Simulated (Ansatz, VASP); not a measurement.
# One calculation of C, two programs

The input POSCAR:

```
C
1.0
    0.0000000000      1.7833700000      1.7833700000
    1.7833700000      0.0000000000      1.7833700000
    1.7833700000      1.7833700000      0.0000000000
C
2
Direct
    0.0000000000      0.0000000000      0.0000000000
    0.2500000000      0.2500000000      0.2500000000
```

Contents of INCAR.step1:

```
  PREC = Accurate
  ENCUT = 600
  ISMEAR = 0
  SIGMA = 0.01
  LREAL = False
  LASPH = True
  NELM = 60
  GGA = PE
  ALGO = Normal
  EDIFF = 1E-4
  LWAVE = True
  LCHARG = False
```

The input INCAR.step2:

```
  PREC = Accurate
  ENCUT = 600
  EDIFF = 1E-6
  ISMEAR = 0
  SIGMA = 0.01
  LREAL = False
  LASPH = True
  NELM = 60
  ALGO = Normal
  ISIF = 3
  LWAVE = False
  LCHARG = False
  METAGGA = R2SCAN
  LMIXTAU = True
  IBRION = 2
  NSW = 60
  EDIFFG = -0.01
  ISTART = 1
```

Contents of KPOINTS:

```
regular mesh
0
Gamma
  10 10 10
```

Input for Ansatz:

```yaml
crystal:
  lattice:
    - [0.0, 1.78337, 1.78337]
    - [1.78337, 0.0, 1.78337]
    - [1.78337, 1.78337, 0.0]
  atoms:
    - { symbol: C, position: [0.0, 0.0, 0.0] }
    - { symbol: C, position: [0.25, 0.25, 0.25] }
kpoints:
  mp_grid:
    grid: [10, 10, 10]
    shift: [0.0, 0.0, 0.0]
hamiltonian:
  xc: r2scan
  dispersion: none
scf:
  convergence:
    dr2_threshold: 1.0e-09
  occupations:
    method: fixed
relax:
  max_steps: 40
  cell: {}
```

Alike in both runs: task relaxation of cell and atoms; functional r2SCAN; k mesh 10 × 10 × 10; no spin polarisation.

|  | VASP | Ansatz |
| --- | --- | --- |
| version | VASP 6.6.1 | Ansatz 0.2.0 |
| potentials or method | VASP PAW PBE potentials, release 64 (C) | plane waves, PAW |
| plane-wave cutoff (eV) | 600 | 500 |
| occupations | gaussian, width 0.01 eV | fixed |
| valence electrons in the cell | 8 | 8 |

|  | VASP | Ansatz | Ansatz less VASP |
| --- | --- | --- | --- |
| relaxed volume (Å³/atom) | 5.65 | 5.64 | -0.004 |
| relaxed cell length with the largest relative difference (Å) | 2.518 | 2.517 | -0.0006 |

VASP's potentials were made for PBE, not for r2SCAN. Ansatz's warnings: stress scf threshold loose.
